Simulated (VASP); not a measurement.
# Br (Cmce) in VASP: further runs

Runs on Br. Level: LDA. Tasks: single point, relaxation of cell and atoms.

Everything below comes from runs of VASP 6.6.1. Logs are shortened: lines on timing, memory, paths and dates and some standing lists are left out, and cuts for length are marked.

**1. The cell of the first run**

It takes space group Cmce (No. 64, orthorhombic). Conventional cell: a = 6.650 Å, b = 3.926 Å, c = 8.418 Å, α = 90.00°, β = 90.00°, γ = 90.00°. Within 3.2 Å of Br (site symmetry m) lie 3 Br at 2.40 to 2.93 Å.

**2. Single point, LDA**

Input file INCAR:

```
PREC     = Accurate       # precision mode
ENCUT    = 520            # plane-wave cutoff, eV
EDIFF    = 1E-6           # SCF threshold, eV
ISMEAR   = -1             # smearing method
SIGMA    = 0.05           # smearing width, eV
LREAL    = F              # projectors in reciprocal space
LASPH    = T              # aspherical terms in the spheres
NELM     = 100            # most SCF steps
ALGO     = Normal         # electronic algorithm
ISIF     = 2              # what is computed and relaxed
LWAVE    = F              # write WAVECAR
LCHARG   = T              # write CHGCAR
GGA      = CA             # functional
LELF     = T              # ELF
LVHAR    = T            
NBANDS   = 22             # bands
```

Input file KPOINTS:

```
regular mesh
0
Gamma
  9 9 4
```

Input file POSCAR:

```
Br
1.0
    3.3249097928     -1.9631062116      0.0000000000
    3.3249097928      1.9631062116      0.0000000000
    0.0000000000      0.0000000000      8.4177213380
Br
4
Direct
    0.8380691462      0.1619308538      0.1208481955
    0.6619308538      0.3380691462      0.6208481955
    0.1619308538      0.8380691462      0.8791518045
    0.3380691462      0.6619308538      0.3791518045
```

Potentials or basis: VASP PAW LDA potentials, release 64 (Br).

On the command line:

```console
$ cat potpaw_LDA.64/Br/POTCAR > POTCAR
$ mpirun -np 1 vasp_std > vasp.out
```

OUTCAR:

```text
PREC = Accurate
   ENCUT = 520
   EDIFF = 1E-6
   ISMEAR = -1
   LREAL = F
   LASPH = T
   NELM = 100
   ISIF = 2
   GGA = CA

 ion  position               nearest neighbor table
   1  0.838  0.162  0.121-   3 2.40
   2  0.662  0.338  0.621-   4 2.40
   3  0.162  0.838  0.879-   1 2.40
   4  0.338  0.662  0.379-   2 2.40

  LATTYP: Found a base centered orthorhombic cell.
 ALAT       =     3.9262124232
 B/A-ratio  =     1.6936983711
 C/A-ratio  =     2.1439801087

  Lattice vectors:

 A1 = (  -3.3249097928,  -1.9631062116,   0.0000000000)
 A2 = (   3.3249097928,  -1.9631062116,   0.0000000000)
 A3 = (   0.0000000000,   0.0000000000,   8.4177213380)

Analysis of symmetry for initial positions (statically):
=====================================================================
 Subroutine PRICEL returns:
 Original cell was already a primitive cell.

 Routine SETGRP: Setting up the symmetry group for a
 base centered orthorhombic supercell.

 Subroutine GETGRP returns: Found  8 space group operations
 (whereof  4 operations were pure point group operations)
 out of a pool of  8 trial point group operations.

The static configuration has the point symmetry C_2h.
 The point group associated with its full space group is D_2h.

Analysis of symmetry for dynamics (positions and initial velocities):
=====================================================================
 Subroutine PRICEL returns:
 Original cell was already a primitive cell.

 Routine SETGRP: Setting up the symmetry group for a
 base centered orthorhombic supercell.

 Subroutine GETGRP returns: Found  8 space group operations
 (whereof  4 operations were pure point group operations)
 out of a pool of  8 trial point group operations.

The dynamic configuration has the point symmetry C_2h.
 The point group associated with its full space group is D_2h.

 Subroutine INISYM returns: Found  8 space group operations
 (whereof  4 operations are pure point group operations),
 and found     1 'primitive' translations

----------------------------------------------------------------------------------------

                                     Primitive cell

  volume of cell :     109.8875

  direct lattice vectors                    reciprocal lattice vectors
     3.324909793 -1.963106212  0.000000000     0.150380020 -0.254698394  0.000000000
     3.324909793  1.963106212  0.000000000     0.150380020  0.254698394  0.000000000
     0.000000000  0.000000000  8.417721338     0.000000000  0.000000000  0.118796995

  length of vectors
     3.861192967  3.861192967  8.417721338     0.295779347  0.295779347  0.118796995

  position of ions in fractional coordinates (direct lattice)
     0.838069146  0.161930854  0.120848196
     0.661930854  0.338069146  0.620848196
     0.161930854  0.838069146  0.879151804
     0.338069146  0.661930854  0.379151804

  ion indices of the primitive-cell ions
   primitive index   ion index
                 1           1
                 2           2
                 3           3
                 4           4

----------------------------------------------------------------------------------------

 KPOINTS: regular mesh

Automatic generation of k-mesh.
 Grid dimensions read from file:
 generate k-points for:    9    9    4

 Generating k-lattice:

  Cartesian coordinates                     Fractional coordinates (reciprocal lattice)
     0.016708891 -0.028299822  0.000000000     0.111111111  0.000000000  0.000000000
     0.016708891  0.028299822  0.000000000     0.000000000  0.111111111  0.000000000
     0.000000000  0.000000000  0.029699249     0.000000000  0.000000000  0.250000000

  Length of vectors
     0.032864372  0.032864372  0.029699249

  Shift w.r.t. Gamma in fractional coordinates (k-lattice)
     0.000000000  0.000000000  0.000000000

 Subroutine IBZKPT returns following result:
 ===========================================

 Found     75 irreducible k-points:

 Following reciprocal coordinates:
            Coordinates               Weight
  0.000000  0.000000  0.000000      1.000000
  0.111111 -0.000000  0.000000      4.000000
  0.222222  0.000000  0.000000      4.000000
  0.333333  0.000000  0.000000      4.000000
  0.444444  0.000000  0.000000      4.000000
  0.111111  0.111111  0.000000      2.000000
[... 16 lines left out ...]
 -0.333333  0.333333  0.000000      2.000000
  0.444444  0.444444  0.000000      2.000000
 [... further k-points ...]
   k-points           NKPTS =     75   k-points in BZ     NKDIM =     75   number of bands    NBANDS=     22
   number of dos      NEDOS =    301   number of ions     NIONS =      4
   total plane-waves  NPLWV =  57600
   dimension x,y,z NGX =    30 NGY =   30 NGZ =   64
   dimension x,y,z NGXF=    60 NGYF=   60 NGZF=  128
   ions per type =               4
   NGX,Y,Z   is equivalent  to a cutoff of  12.92, 12.92, 12.64 a.u.
   NGXF,Y,Z  is equivalent  to a cutoff of  25.83, 25.83, 25.28 a.u.
 SYSTEM =  unknown system
   PREC   = accura    normal or accurate (medium, high low for compatibility)
   ISTART =      0    job   : 0-new  1-cont  2-samecut
   ICHARG =      2    charge: 1-file 2-atom 10-const
   ISPIN  =      1    spin polarized calculation?
   LNONCOLLINEAR =      F non collinear calculations
   LSORBIT =      F    spin-orbit coupling
   LASPH  =      T    aspherical Exc in radial PAW
   ENCUT  =  520.0 eV  38.22 Ry    6.18 a.u.   7.18  7.18 15.65*2*pi/ulx,y,z
   NELM   =    100;   NELMIN=  2; NELMDL= -5     # of ELM steps
   EDIFF  = 0.1E-05   stopping-criterion for ELM
   LREAL  =      F    real-space projection
   EDIFFG = 0.1E-04   stopping-criterion for IOM
   NSW    =      0    number of steps for IOM
   IBRION =     -1    ionic relax: 0-MD 1-quasi-New 2-CG
   NFREE  =      0    steps in history (QN), initial steepest desc. (CG)
   ISIF   =      2    stress and relaxation
   ISYM   =      2    0-nonsym 1-usesym 2-fastsym
   POTIM  = 0.5000    time-step for ionic-motion
   TEBEG  =    0.0;   TEEND  =   0.0 temperature during run
   PSTRESS=    0.0 pullay stress
   NELECT =      28.0000    total number of electrons
   NUPDOWN=      -1.0000    fix difference up-down
   EMIN   =  10.00;   EMAX   =-10.00  energy-range for DOS
   EFERMI =   0.00;   METHOD = LEGACY
   ISMEAR =    -1;   SIGMA  =   0.05  broadening in eV -4-tet -1-fermi 0-gaus
   EFERMI_NEDOS =   21; number of points for ismear=-14 and -15
   IALGO  =     38    algorithm
   IMIX   =      4    mixing-type and parameters
     AMIX     =   0.40;   BMIX     =  1.00
     AMIX_MAG =   1.60;   BMIX_MAG =  1.00
  volume/ion in A,a.u.               =      27.47       185.39
  Fermi-wavevector in a.u.,A,eV,Ry     =   1.037874  1.961298 14.655966  1.077183
  Thomas-Fermi vector in A             =   2.172332
   LORBIT       =      0    0 simple, 1 ext, 2 COOP (PROOUT), +10 PAW based schemes
   GGA     = CA    functional components
   LHFCALC =     F    Hartree Fock is set to
   AEXX    =    0.0000 exact exchange contribution
   IVDW    =     0    specifies the selected vdW correction
   LEPSILON=     F    determine dielectric tensor
   LRPA    =     F    only Hartree local field effects (RPA)
 non-spin polarized calculation
  energy-cutoff  :      520.00
  volume of cell :      109.89
 maximum number of plane-waves:      2978
 NGX is ok and might be reduce to    30
   NGX = 15   NGY = 15   NGZ = 31

 number of electron      28.0000000 magnetization

 Free energy of the ion-electron system (eV)
  ---------------------------------------------------
  ext. energy  EPLUGINS =         0.00000000
  ---------------------------------------------------
  free energy    TOTEN  =        -8.51602517 eV

  energy without entropy =       -8.51602364  energy(sigma->0) =       -8.51602440

 E-fermi :   2.0599     XC(G=0):  -9.2966

 val. band max:        1.5506975918   @ k =   0.0000   0.0000   0.0000
 cond. band min:       2.6111634376   @ k =  -0.4444   0.4444   0.0000
 fundamental gap:      1.0604658458
 Fermi energy:         2.0599344942

 k-point     1 :       0.0000    0.0000    0.0000
  band No.  band energies     occupation
      1     -14.9101      2.00000
      2     -13.9869      2.00000
      3     -12.8178      2.00000
      4     -11.1211      2.00000
      5      -4.1029      2.00000
      6      -2.1429      2.00000
[... 14 lines left out ...]
     21      10.6183      0.00000
     22      11.5432      0.00000

 k-point     2 :       0.1111   -0.0000    0.0000
  band No.  band energies     occupation
      1     -14.8429      2.00000
      2     -13.9603      2.00000
      3     -12.7668      2.00000
      4     -11.1804      2.00000
      5      -4.0866      2.00000
      6      -2.3256      2.00000
[... 14 lines left out ...]
     21      10.6701      0.00000
     22      10.7431      0.00000

 k-point     3 :       0.2222    0.0000    0.0000
  band No.  band energies     occupation
      1     -14.6542      2.00000
      2     -13.8999      2.00000
      3     -12.6244      2.00000
      4     -11.3522      2.00000
      5      -4.0994      2.00000
      6      -2.9419      2.00000
[... 14 lines left out ...]
     21      10.5205      0.00000
     22      10.7851      0.00000
[... 476 lines left out ...]
 k-point    23 :      -0.3333    0.3333    0.0000
  band No.  band energies     occupation
      1     -14.1876      2.00000
      2     -13.7900      2.00000
      3     -12.2447      2.00000
      4     -11.6529      2.00000
      5      -4.1089      2.00000
      6      -3.7859      2.00000
[... 14 lines left out ...]
     21      11.5143      0.00000
     22      12.3405      0.00000

 k-point    24 :       0.4444    0.4444    0.0000
  band No.  band energies     occupation
      1     -14.5475      2.00000
      2     -13.7210      2.00000
      3     -12.5039      2.00000
      4     -11.0489      2.00000
      5      -3.7839      2.00000
      6      -3.0514      2.00000
[... 14 lines left out ...]
     21      11.7688      0.00000
     22      11.9379      0.00000

 [... further k-points ...]

------------------------ aborting loop because EDIFF is reached ----------------------------------------

  FORCE on cell =-STRESS in cart. coord.  units (eV):
  Direction    XX          YY          ZZ          XY          YZ          ZX
  --------------------------------------------------------------------------------------
  -------------------------------------------------------------------------------------
  Total       -0.0026196      0.0448392      0.1079369      0.0000000     -0.0000000      0.0000000
  in kB       -0.0381941      0.6537627      1.5737379      0.0000000     -0.0000000      0.0000000
  external PRESSURE =       0.7297688 kB  Pullay stress =       0.0000000 kB

 VOLUME and BASIS-vectors are now :
 -----------------------------------------------------------------------------
  energy-cutoff  :      520.00
  volume of cell :      109.89
      direct lattice vectors                 reciprocal lattice vectors
     3.324909793 -1.963106212  0.000000000     0.150380020 -0.254698394  0.000000000
     3.324909793  1.963106212  0.000000000     0.150380020  0.254698394  0.000000000
     0.000000000  0.000000000  8.417721338     0.000000000  0.000000000  0.118796995

 POSITION                                       TOTAL-FORCE (eV/Angst)
 -----------------------------------------------------------------------------------
      3.32491     -1.32733      1.01727         0.000000      0.014009      0.013220
      3.32491     -0.63577      5.22613         0.000000     -0.014009      0.013220
      3.32491      1.32733      7.40045         0.000000     -0.014009     -0.013220
      3.32491      0.63577      3.19159         0.000000      0.014009     -0.013220
 -----------------------------------------------------------------------------------
    total drift:                                0.000000      0.000000     -0.000000

  FREE ENERGIE OF THE ION-ELECTRON SYSTEM (eV)
  ---------------------------------------------------
  free  energy   TOTEN  =        -8.5160251681 eV

  energy  without entropy=       -8.5160236361  energy(sigma->0) =       -8.51602440
```

Run time: 4.8 min. Hardware: 1 thread of Intel Xeon 8259CL, shared host; peak memory 0.27 GiB.

What came out:

| Quantity | Value |
| --- | --- |
| Free energy | -8.5160 eV |
| Pressure | 0.1 GPa |
| Largest force | 0.019 eV/Å |
| Band gap on the k mesh | 1.06 eV (least direct gap 1.27 eV) |

Forces on the atoms (eV/Å):
```
Br   0.000  0.014  0.013
Br   0.000 -0.014  0.013
Br   0.000 -0.014 -0.013
Br   0.000  0.014 -0.013
```

Levels at points of the mesh, in eV from the valence-band top:
```csv
k point,band 12,band 13,band 14,band 15,band 16,band 17
"(0.00, 0.00, 0.00)",-0.89,-0.52,0.00,1.27,2.28,5.70
"(0.00, 0.00, 0.50)",-1.12,-0.21,-0.21,1.44,1.44,6.34
```

A k mesh can miss the band edges.

**3. Relaxation of cell and atoms, LDA**

This run uses another cell than the first one, of 31.89 Å³/atom.

Input file INCAR:

```
SYSTEM = Br
ALGO = Normal ; EDIFF = 1E-6
EDIFFG = -0.003 ; ENCUT = 600
GGA = CA ; IBRION = 2
ISIF = 3 ; ISMEAR = -1
LASPH = .TRUE. ; LCHARG = .FALSE.
LREAL = .FALSE. ; LWAVE = .FALSE.
NELM = 60 ; NSW = 100
PREC = Accurate ; SIGMA = 0.05
```

Input file KPOINTS:

```
k-points
0
G
  9 9 4
  0 0 0
```

Input file POSCAR:

```
Br
1.0
    3.2836000000     -2.2339000000      0.0000000000
    3.2836000000      2.2339000000      0.0000000000
    0.0000000000      0.0000000000      8.6938000000
Br
4
Direct
    0.8610000000      0.1390000000      0.1114000000
    0.6390000000      0.3610000000      0.6114000000
    0.1390000000      0.8610000000      0.8886000000
    0.3610000000      0.6390000000      0.3886000000
```

Potentials or basis: VASP PAW LDA potentials, release 64 (Br).

On the command line:

```console
$ cat potpaw_LDA.64/Br/POTCAR > POTCAR
$ mpirun -np 1 vasp_std > vasp.out
```

Run time: 50 min. Hardware: 1 thread of Intel Xeon 8259CL, shared host; peak memory 0.33 GiB.

Results (log left out):

```
Free energy                           : -8.5172 eV
Relaxed volume                        : 27.48 Å³/atom
Relaxed cell                          : a = 3.861 Å, b = 3.861 Å, c = 8.419 Å, α = 90.00°, β = 90.00°, γ = 61.11°
Space group after relaxing (to 0.1 Å) : Cmce (No. 64)
Energy gained by relaxing             : 77.3 meV/atom
Ionic steps                           : 33
Pressure after relaxing               : 0.0 GPa
Band gap on the k mesh                : 1.05 eV (least direct gap 1.26 eV)
```

The path:
| step | energy change (eV) | largest force (eV/Å) | pressure (GPa) | volume (Å³) |
| --- | --- | --- | --- | --- |
| 1 | 0.0000 | 0.6399 | -1.21 | 127.54 |
| 2 | -0.1054 | 0.3505 | -1.61 | 123.16 |
| 3 | -0.2490 | 0.3640 | -0.90 | 110.56 |
| 4 | -0.2498 | 0.2568 | -1.19 | 112.20 |
| 5 | -0.2092 | 0.4524 | 3.28 | 104.38 |
| 6 | -0.2689 | 0.1900 | 0.22 | 109.29 |
| 7 | -0.2828 | 0.1407 | 0.22 | 109.44 |
| 8 | -0.2999 | 0.2289 | 0.30 | 109.84 |
| 9 | -0.3039 | 0.0711 | -0.51 | 110.82 |
| 10 | -0.3044 | 0.0947 | -0.32 | 110.57 |
| 11 | -0.3082 | 0.0531 | -0.10 | 109.99 |
| 12 | -0.3092 | 0.0160 | 0.10 | 109.49 |
| 13 | -0.3092 | 0.0173 | 0.08 | 109.52 |
| 14 | -0.3092 | 0.0146 | -0.03 | 109.72 |
| 15 | -0.3093 | 0.0037 | 0.00 | 109.64 |
| 16 | -0.3093 | 0.0029 | 0.00 | 109.64 |
| 17 | -0.3093 | 0.0027 | 0.02 | 109.69 |
| 18 | -0.3093 | 0.0064 | 0.03 | 109.81 |
| 19 | -0.3093 | 0.0049 | 0.03 | 109.77 |
| 20 | -0.3093 | 0.0058 | 0.01 | 109.91 |
| 21 | -0.3092 | 0.0112 | -0.09 | 110.32 |
| 22 | -0.3093 | 0.0074 | -0.08 | 110.04 |
| 23 | -0.3093 | 0.0063 | -0.03 | 109.95 |
| 24 | -0.3093 | 0.0060 | -0.01 | 109.93 |
| 25 | -0.3093 | 0.0060 | -0.02 | 109.92 |
| 26 | -0.3093 | 0.0059 | -0.02 | 109.92 |
| 27 | -0.3093 | 0.0059 | -0.01 | 109.91 |
| 28 | -0.3093 | 0.0020 | 0.02 | 109.87 |
| 29 | -0.3093 | 0.0018 | 0.02 | 109.89 |
| 30 | -0.3093 | 0.0025 | 0.02 | 109.89 |
| 31 | -0.3093 | 0.0014 | 0.02 | 109.91 |
| 32 | -0.3093 | 0.0025 | 0.01 | 109.91 |
| 33 | -0.3093 | 0.0018 | 0.00 | 109.91 |

Final structure:
```cif
data_structure
_symmetry_space_group_name_H-M 'P 1'
_symmetry_Int_Tables_number 1
_cell_length_a 3.8614
_cell_length_b 3.8614
_cell_length_c 8.4192
_cell_angle_alpha 90.000
_cell_angle_beta 90.000
_cell_angle_gamma 61.111
_cell_volume 109.91
loop_
_atom_site_label
_atom_site_type_symbol
_atom_site_fract_x
_atom_site_fract_y
_atom_site_fract_z
_atom_site_occupancy
Br1 Br 0.83756 0.16244 0.12087 1
Br2 Br 0.66244 0.33756 0.62087 1
Br3 Br 0.16244 0.83756 0.87913 1
Br4 Br 0.33756 0.66244 0.37913 1
```

Levels at points of the mesh, in eV from the valence-band top:
| k point | band 12 | band 13 | band 14 | band 15 | band 16 | band 17 |
| --- | --- | --- | --- | --- | --- | --- |
| (0.00, 0.00, 0.00) | -0.90 | -0.52 | 0.00 | 1.26 | 2.27 | 5.70 |
| (0.00, 0.00, 0.50) | -1.11 | -0.21 | -0.21 | 1.43 | 1.43 | 6.35 |

A k mesh can miss the band edges. Zero-point motion and thermal expansion aren't in these numbers.
